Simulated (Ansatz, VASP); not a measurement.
One calculation of Hf2H5, two programs

File INCAR:

```
SYSTEM = Hf2H5
PREC = Accurate
ENCUT = 600
EDIFF = 1E-7
ISMEAR = 0
SIGMA = 0.2
LREAL = .FALSE.
LASPH = .TRUE.
NELM = 100
ALGO = Normal
ISIF = 3
LWAVE = .FALSE.
LCHARG = .FALSE.
GGA = PE
IBRION = 2
NSW = 36
EDIFFG = -0.08
```

Contents of KPOINTS:

```
Automatic mesh
0
G
  5 5 3
  0 0 0
```

The input POSCAR:

```
Hf2H5
1.0
    3.6157174100      0.0000000000      0.0000000000
    0.0000000000      3.6157174100      0.0000000000
    0.0000000000      0.0000000000      5.1080772200
Hf H
2 5
Direct
    0.0000000000      0.0000000000      0.0000000000
    0.5000000000      0.5000000000      0.5000000000
    0.0000000000      0.5000000000      0.7500000000
    0.5000000000      0.0000000000      0.7500000000
    0.0000000000      0.5000000000      0.2500000000
    0.5000000000      0.0000000000      0.2500000000
    0.5000000000      0.5000000000      0.0000000000
```

Input for Ansatz:

```yaml
crystal:
  lattice:
    - [3.61571741, 0.0, 0.0]
    - [0.0, 3.61571741, 0.0]
    - [0.0, 0.0, 5.10807722]
  atoms:
    - { symbol: Hf, position: [0.0, 0.0, 0.0] }
    - { symbol: Hf, position: [0.5, 0.5, 0.5] }
    - { symbol: H, position: [0.0, 0.5, 0.75] }
    - { symbol: H, position: [0.5, 0.0, 0.75] }
    - { symbol: H, position: [0.0, 0.5, 0.25] }
    - { symbol: H, position: [0.5, 0.0, 0.25] }
    - { symbol: H, position: [0.5, 0.5, 0.0] }
basis:
  ecutwfc: 420
kpoints:
  mp_grid: { grid: [5, 5, 3] }
hamiltonian:
  xc: pbe
scf:
  occupations: { method: gaussian, width: 0.2 }
  lower_state_search: "off"
output:
  forces: true
  stress: true
  eigenvalues: true
relax:
  adjacent_minimum: "off"
  f_tol: 0.08
  max_steps: 16
  cell: { stress_tol: 0.8 }
```

Alike in both runs: task relaxation of cell and atoms; functional PBE; k mesh 5 × 5 × 3; occupations gaussian, width 0.2 eV; no spin polarisation.

|  | VASP | Ansatz |
| --- | --- | --- |
| version | VASP 6.6.1 | Ansatz 0.2.0 |
| potentials or method | VASP PAW PBE potentials, release 64 (Hf_pv, H), cutoff 600 eV | scalar-relativistic, plane waves, PAW |
| valence electrons in the cell | 25 | 57 |

```tsv
	VASP	Ansatz	Ansatz less VASP
gap on the k mesh at the Fermi level, each at its own relaxed structure (eV)	none	none	-
relaxed volume (Å³/atom)	7.60	7.66	+0.064
relaxed length of the cell vector where the two differ most in proportion (Å)	4.543	4.487	-0.0556
```

A gap of «none» marks a metal or a gap that the smearing closes. VASP's potentials hold 25 valence electrons a cell and Ansatz's 57, so a difference there can come from the potentials and not from the codes.

The k mesh is coarse, so the values compare programs but aren't converged. Spin-orbit coupling is off throughout. Noted on VASP's run: the volume moved by over 15 % at a fixed basis, so the end points are rough.
